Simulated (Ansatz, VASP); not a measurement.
**BaS: VASP beside Ansatz**

The input INCAR:

```
PREC = Accurate ; ENCUT = 520
EDIFF = 1E-6 ; ISMEAR = 0
SIGMA = 0.1 ; LREAL = F
LASPH = T ; NELM = 80
ALGO = Normal ; ISIF = 2
LWAVE = F ; LCHARG = T
GGA = PE ; LELF = T
LVHAR = T ; NBANDS = 15
```

The input KPOINTS:

```
regular mesh
0
Gamma
  6 6 4
```

File POSCAR:

```
BaS
1.0
    3.9040198000     -2.1936552100      0.0000000000
    3.9040198000      2.1936552100      0.0000000000
   -2.3886753300      0.0000000000      3.7974436100
Ba S
1 1
Direct
    0.0398525900      0.9601474100      0.0000000000
    0.4601474100      0.5398525900      0.5000000000
```

Input for Ansatz:

```yaml
crystal:
  lattice:
    - [3.9040198, -2.19365521, 0.0]
    - [3.9040198, 2.19365521, 0.0]
    - [-2.38867533, 0.0, 3.79744361]
  atoms:
    - { symbol: Ba, position: [0.03985259, 0.96014741, 0.0] }
    - { symbol: S, position: [0.46014741, 0.53985259, 0.5] }
basis:
  ecutwfc: 420
kpoints:
  mp_grid: { grid: [6, 6, 4] }
hamiltonian:
  xc: pbe
scf:
  occupations: { method: gaussian, width: 0.1 }
  lower_state_search: "off"
output:
  forces: true
  stress: true
  eigenvalues: true
```

Alike in both runs: task single point; functional PBE; k mesh 6 × 6 × 4; occupations gaussian, width 0.1 eV; no spin polarisation.

```csv
,VASP,Ansatz
version,VASP 6.6.1,Ansatz 0.2.0
potentials or method,"VASP PAW PBE potentials, release 64 (Ba_sv, S), cutoff 520 eV","scalar-relativistic, plane waves, PAW"
valence electrons in the cell,16,16
```

|  | VASP | Ansatz | Ansatz less VASP |
| --- | --- | --- | --- |
| gap on the k mesh at the Fermi level (eV) | 2.40 | 2.46 | +0.056 |
| least direct gap on the mesh (eV) | 2.40 | 2.46 | +0.056 |
| pressure (GPa) | 3.4 | 2.7 | -0.71 |
| traceless stress, the component that is largest in VASP (GPa) | -3.79 | -3.47 | +0.320 |
| rms of the force components (eV/Å) | 0.636 | 0.583 | -0.0531 |

Atom by atom the forces differ by 0.053 eV/Å (rms over components).

Neither program's run includes spin-orbit coupling.
